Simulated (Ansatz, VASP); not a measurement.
Al: VASP beside Ansatz

```
Al
1.0
     0.00000    2.02398    2.02398
     2.02398    0.00000    2.02398
     2.02398    2.02398    0.00000
Al
1
Cartesian
  0.0000 0.0000 0.0000
```

Alike in both runs: task single point; functional r2SCAN; k mesh 20 × 20 × 20; occupations gaussian, width 0.2 eV; no spin polarisation.

```csv
,VASP,Ansatz
version,VASP 6.6.1,Ansatz 0.2.0
potentials or method,"VASP PAW PBE potentials, release 64 (Al), cutoff 520 eV","scalar-relativistic, plane waves, PAW"
valence electrons in the cell,3,3
```

VASP gave:

```
gap on the k mesh at the Fermi level (eV) : none
pressure (GPa)                            : -3.8
```

Problem. What did Ansatz give for the same quantities?

Solution. gap on the k mesh at the Fermi level (eV): none; pressure (GPa): -3.5.

VASP's potentials were made for PBE, not for r2SCAN. A gap of «none» marks a metal or a gap that the smearing closes. With one functional, cell and mesh, what is left measures potentials, basis and numerics.
